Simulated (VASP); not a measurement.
Here is a VASP 6.6.1 calculation.

File INCAR:

```
SYSTEM = Si2Mo
PREC = Accurate ; ENCUT = 520
EDIFF = 1E-6 ; ISMEAR = 0
SIGMA = 0.15 ; LREAL = .FALSE.
LASPH = .TRUE. ; NELM = 60
ALGO = Fast ; ISIF = 2
LWAVE = .FALSE. ; LCHARG = .FALSE.
GGA = PS ; NBANDS = 18
```

KPOINTS

```
Automatic mesh
0
G
  20 20 20
  0 0 0
```

POSCAR

```
Si2Mo
1.0
   -1.5950350805      1.5950350805      3.9106920000
    1.5950350805     -1.5950350805      3.9106920000
    1.5950350805      1.5950350805     -3.9106920000
Si Mo
2 1
Direct
    0.3350596655      0.3193860290     -0.0156736365
    0.6649403345      0.6806139710      0.0156736365
    0.0000000000      0.0000000000      0.0000000000
```

Potentials or basis: VASP PAW PBE potentials, release 64 (Si, Mo_sv).

Command:

```sh
$ cat potpaw_PBE.64/Si/POTCAR potpaw_PBE.64/Mo_sv/POTCAR > POTCAR
$ mpirun -np 1 vasp_std > vasp.out
```

**Question.** Estimate the largest force.

**Answer.** 0.577 eV/Å.

**Question.** What does it give for the band gap on the k mesh?

**Answer.** Zero (bands 11 and 12 overlap by 0.92 eV).

Forces on the atoms (eV/Å):
```
Si   0.576  0.000  0.020
Si  -0.576  0.000 -0.020
Mo   0.000  0.000  0.000
```

Caveat: the cell differs from its parent crystal (atoms displaced along a vibrational mode); the PAW data sets were made with another functional, which shifts forces and pressure a little.
